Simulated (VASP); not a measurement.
Set up this calculation in VASP 6.6.1, as the native input.

```
Task                   : relaxation of cell and atoms
Functional             : PBE
Potentials or basis    : VASP PAW PBE potentials, release 64 (Cs_sv)
Cutoff                 : 600 eV
k mesh                 : 8 × 8 × 8
Occupations            : fermi-dirac, width 0.05 eV
Spin                   : no spin polarisation
Target pressure        : 0.31 GPa
Dipole correction      : no
Further INCAR settings : ALGO = Normal; EDIFF = 1e-07; IBRION = 2; EDIFFG = -0.005; NSW = 60; ISIF = 3
```

The structure of Cs lies in POSCAR:

```
Cs
1.0
    4.7768068752      0.0000000000      0.0000000000
    0.0000000000      4.7768068752      0.0000000000
    0.0000000000      0.0000000000      4.7768068752
Cs
1
Direct
    0.0000000000      0.0000000000      0.0000000000
```

This isn't the form of Cs at room conditions, which is bcc.

The input as run:

INCAR

```
SYSTEM = Cs
ALGO     = Normal         ! electronic algorithm
EDIFF    = 1E-7           ! SCF threshold, eV
EDIFFG   = -0.005         ! ionic threshold
ENCUT    = 600            ! plane-wave cutoff, eV
GGA      = PE             ! functional
IBRION   = 2              ! ionic algorithm
ISIF     = 3              ! what is computed and relaxed
ISMEAR   = -1             ! smearing method
LASPH    = .TRUE.         ! aspherical terms in the spheres
LCHARG   = .FALSE.        ! write CHGCAR
LREAL    = .FALSE.        ! projectors in reciprocal space
LWAVE    = .FALSE.        ! write WAVECAR
NELM     = 80             ! most SCF steps
NSW      = 60             ! ionic steps
PREC     = Accurate       ! precision mode
PSTRESS  = 3.1          
SIGMA    = 0.05           ! smearing width, eV
```

KPOINTS

```
k-points
0
G
  8 8 8
  0 0 0
```

Potentials or basis: VASP PAW PBE potentials, release 64 (Cs_sv).

Command:

```sh
$ cat potpaw_PBE.64/Cs_sv/POTCAR > POTCAR
$ mpirun -np 1 vasp_std > vasp.out
```

It gave:

| Item | Value |
| --- | --- |
| Relaxed volume | 110.08 Å³/atom |
| Relaxed cell | a = 4.793 Å, b = 4.793 Å, c = 4.793 Å, α = 90.00°, β = 90.00°, γ = 90.00° |
| Space group after relaxing (to 0.1 Å) | Pm-3m (No. 221) |
| Energy change on relaxing (the run minimises the enthalpy) | -2.2 meV/atom |
| Ionic steps | 3 |
| Pressure after relaxing | 0.3 GPa |
| Band gap on the k mesh | zero (an odd number of electrons rules out a gap without spin polarisation) |

Caveat: the cell is relaxed towards a set pressure, so the run minimises the enthalpy, not the energy; spin-orbit coupling is left out, which moves the levels of the heavy elements.

It took 67 s on 1 thread of Intel(R) Xeon(R) Platinum 8488C (Sapphire Rapids) (shared host), peak memory 0.26 GiB.
